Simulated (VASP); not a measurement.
Al32N31 (a cell with a defect): relaxation of the atoms with PBEsol

Al32N31 (a cell with a defect):

```
CELL_PARAMETERS angstrom
8.75544 0.00000 0.00000
0.00000 8.75544 0.00000
0.00000 0.00000 8.75544
ATOMIC_POSITIONS crystal
Al 0.00004 0.00225 0.99807
Al 0.00272 0.00005 0.50001
Al 0.00232 0.50078 0.99936
Al 0.99683 0.50499 0.50228
Al 0.49699 0.00077 0.00044
Al 0.49710 0.00125 0.50112
Al 0.49678 0.50290 0.99827
Al 0.49935 0.49966 0.49926
Al 0.25099 0.24863 0.99796
Al 0.24667 0.25056 0.50113
Al 0.25441 0.75192 0.99978
Al 0.24810 0.74644 0.49769
Al 0.75272 0.25296 0.00218
Al 0.74279 0.25147 0.49980
Al 0.74892 0.74895 0.99939
Al 0.75041 0.75270 0.50001
Al 0.24825 0.99657 0.25205
Al 0.25278 0.00161 0.74855
Al 0.24894 0.49185 0.25256
Al 0.24895 0.49873 0.74605
Al 0.74673 0.99875 0.24954
Al 0.74906 0.99757 0.75064
Al 0.74994 0.50369 0.24688
Al 0.75164 0.50130 0.75156
Al 0.99496 0.25402 0.25030
Al 0.99915 0.24847 0.74731
Al 0.00052 0.75111 0.24723
Al 0.99934 0.74866 0.75047
Al 0.50216 0.24984 0.24976
Al 0.49981 0.24956 0.74934
Al 0.50149 0.75393 0.24866
Al 0.49738 0.74743 0.75088
N 0.12508 0.12711 0.12708
N 0.12246 0.12092 0.62568
N 0.12357 0.62286 0.12524
N 0.12447 0.62597 0.62438
N 0.62250 0.12731 0.12341
N 0.62724 0.12739 0.62936
N 0.62431 0.62418 0.12295
N 0.37328 0.37145 0.12368
N 0.37735 0.37513 0.62313
N 0.37983 0.87478 0.12409
N 0.37813 0.87737 0.62331
N 0.87660 0.37673 0.12438
N 0.87469 0.37407 0.62417
N 0.87385 0.87407 0.12807
N 0.87224 0.87349 0.62389
N 0.37501 0.12406 0.37421
N 0.37169 0.12137 0.87758
N 0.37374 0.62810 0.37632
N 0.37483 0.62126 0.87599
N 0.87075 0.12404 0.37360
N 0.87600 0.12763 0.87158
N 0.87783 0.62233 0.37406
N 0.87843 0.62560 0.87355
N 0.12787 0.37650 0.37754
N 0.12395 0.37317 0.87168
N 0.12851 0.87604 0.37204
N 0.12512 0.87771 0.87329
N 0.62452 0.37781 0.37667
N 0.62746 0.37440 0.87466
N 0.62210 0.87392 0.38007
N 0.62577 0.87628 0.87535
```

```json
{"Program": "VASP 6.6.1", "Task": "relaxation of the atoms", "Functional": "PBEsol", "Potentials or basis": "VASP PAW PBE potentials, release 64 (Al, N)", "Cutoff": "520 eV", "k mesh": "1 × 1 × 1, shifted", "Occupations": "fermi-dirac, width 0.05 eV", "Spin": "no spin polarisation", "Dipole correction": "no", "Charge": "3", "Further INCAR settings": "LREAL = Auto; ALGO = Normal; EDIFF = 1e-07; ISYM = -1; IBRION = 2; EDIFFG = -0.03; NSW = 100; NELECT = 248.0"}
```

| Property | Result |
| --- | --- |
| Energy gained by relaxing | 42.3 meV/atom |
| Ionic steps | 15 |
| Largest force after relaxing | 0.026 eV/Å |

Forces on the atoms (eV/Å):
```
Al   0.000  0.007  0.003
Al  -0.006 -0.006  0.003
Al  -0.016  0.014  0.000
Al   0.009 -0.008 -0.006
Al   0.003  0.005  0.014
Al   0.012 -0.001 -0.006
Al  -0.006  0.002  0.008
Al   0.010 -0.003 -0.008
Al   0.005  0.004  0.016
Al  -0.003  0.010 -0.003
Al   0.000 -0.019 -0.002
Al   0.000 -0.004 -0.004
Al  -0.004 -0.003  0.000
Al   0.005  0.004 -0.006
Al   0.008 -0.001 -0.002
Al  -0.002  0.000 -0.001
Al  -0.012 -0.001  0.000
Al  -0.005 -0.002 -0.003
Al   0.005  0.003 -0.010
Al   0.010  0.007  0.006
Al   0.005 -0.009 -0.001
Al  -0.001  0.000  0.001
Al  -0.007 -0.013  0.003
Al   0.001 -0.001 -0.009
Al   0.008  0.003 -0.010
Al   0.005  0.008  0.001
Al   0.008  0.000  0.006
Al   0.002 -0.011 -0.001
Al  -0.005  0.022  0.006
Al  -0.007  0.002 -0.005
Al   0.003 -0.010  0.011
Al  -0.008 -0.014  0.009
N    0.005 -0.005 -0.001
N    0.005  0.011  0.006
N   -0.003  0.010  0.006
N    0.001  0.002  0.006
N   -0.004 -0.013 -0.012
N    0.002 -0.008  0.000
N    0.000 -0.001 -0.006
N    0.001 -0.001 -0.008
N   -0.004 -0.009 -0.006
N   -0.009  0.011 -0.010
N   -0.007  0.007  0.012
N    0.007 -0.011 -0.004
N    0.009 -0.021  0.013
N    0.002  0.001  0.003
N    0.010  0.017 -0.009
N   -0.014 -0.005 -0.004
N    0.002 -0.002 -0.004
N    0.003 -0.004  0.002
N   -0.006  0.019 -0.009
N    0.004  0.001  0.004
N   -0.007  0.000 -0.001
N    0.001  0.018 -0.004
N   -0.002 -0.009  0.005
N   -0.003 -0.009 -0.001
N   -0.002 -0.005  0.005
N   -0.003  0.003 -0.002
N    0.002  0.004 -0.009
N   -0.016 -0.005  0.009
N    0.007 -0.014  0.003
N    0.009  0.010 -0.003
N   -0.009  0.018  0.007
```

The path:
| step | energy change (eV) | largest force (eV/Å) | pressure (GPa) |
| --- | --- | --- | --- |
| 1 | 0.0000 | 1.8318 | -7.03 |
| 2 | -1.2161 | 1.8267 | -6.65 |
| 3 | -1.2185 | 1.8146 | -6.70 |
| 4 | -1.9411 | 1.2925 | -5.89 |
| 5 | -2.0678 | 1.0738 | -5.50 |
| 6 | -2.4962 | 0.8524 | -5.19 |
| 7 | -2.4962 | 0.8522 | -5.19 |
| 8 | -2.6209 | 0.4466 | -4.96 |
| 9 | -2.6227 | 0.3444 | -4.99 |
| 10 | -2.6521 | 0.1452 | -4.89 |
| 11 | -2.6541 | 0.1103 | -4.92 |
| 12 | -2.6605 | 0.0668 | -4.89 |
| 13 | -2.6605 | 0.0660 | -4.89 |
| 14 | -2.6616 | 0.0410 | -4.88 |
| 15 | -2.6618 | 0.0263 | -4.88 |

Final structure:
```xyz
63
Lattice="8.7554 0.0000 0.0000 0.0000 8.7554 0.0000 0.0000 0.0000 8.7554" Properties=species:S:1:pos:R:3 pbc="T T T"
Al    0.0011    0.0046    0.0022
Al    0.0257    0.0289    4.3601
Al    0.0280    4.3632    0.0259
Al    0.0136    4.3808    4.3774
Al    4.3618    0.0290    0.0248
Al    4.3760    0.0177    4.3775
Al    4.3758    4.3793    0.0152
Al    4.1450    4.1487    4.1452
Al    2.1801    2.1839    8.7553
Al    2.1571    2.1593    4.3608
Al    2.1584    6.5809    0.0259
Al    2.1664    6.5650    4.3766
Al    6.5777    2.1617    0.0256
Al    6.5602    2.1711    4.3774
Al    6.5616    6.5652    0.0170
Al    6.7923    6.7951    4.1470
Al    2.1822    0.0049    2.1812
Al    2.1579    0.0284    6.5771
Al    2.1561    4.3624    2.1579
Al    2.1663    4.3801    6.5609
Al    6.5757    0.0288    2.1584
Al    6.5621    0.0196    6.5618
Al    6.5618    4.3814    2.1666
Al    6.7926    4.1520    6.7943
Al    8.7552    2.1850    2.1830
Al    0.0239    2.1605    6.5754
Al    0.0250    6.5797    2.1567
Al    0.0168    6.5665    6.5630
Al    4.3604    2.1592    2.1562
Al    4.3775    2.1710    6.5625
Al    4.3764    6.5651    2.1668
Al    4.1473    6.7948    6.7916
N     1.0921    1.0970    1.0939
N     1.0925    1.0951    5.4702
N     1.0941    5.4732    1.0929
N     1.0918    5.4744    5.4704
N     5.4712    1.0969    1.0929
N     5.4699    1.0961    5.4711
N     5.4697    5.4739    1.0926
N     3.2823    3.2856    1.0947
N     3.2771    3.2803    5.4840
N     3.2849    7.6616    1.0913
N     3.2755    7.6674    5.4566
N     7.6582    3.2882    1.0914
N     7.6627    3.2812    5.4568
N     7.6572    7.6616    1.0954
N     7.6647    7.6675    5.4857
N     3.2844    1.0978    3.2839
N     3.2840    1.0943    7.6579
N     3.2759    5.4868    3.2765
N     3.2756    5.4593    7.6651
N     7.6565    1.0944    3.2846
N     7.6583    1.0982    7.6581
N     7.6649    5.4599    3.2754
N     7.6667    5.4897    7.6666
N     1.0938    3.2867    3.2851
N     1.0906    3.2863    7.6561
N     1.0912    7.6612    3.2830
N     1.0954    7.6619    7.6595
N     5.4838    3.2806    3.2755
N     5.4569    3.2802    7.6655
N     5.4560    7.6672    3.2765
N     5.4859    7.6671    7.6642
```

Levels at points of the mesh, in eV from the Fermi level:
```csv
k point,band 120,band 121,band 122,band 123,band 124,band 125,band 126,band 127,band 128,band 129
"(0.25, 0.25, 0.25)",-1.06,-1.04,-1.04,-0.94,-0.94,0.90,2.85,3.37,3.37,3.65
```

Wall time 24 min on 1 thread of Intel(R) Xeon(R) 6975P-C (Granite Rapids), on a shared host, peak memory 0.81 GiB.

Caveat: the cell carries a net charge on a neutralising background, which shifts energy and pressure; the cell is charged against a uniform background, so pressure and absolute levels hang on convention; the PAW data sets were made with another functional, which shifts forces and pressure a little.
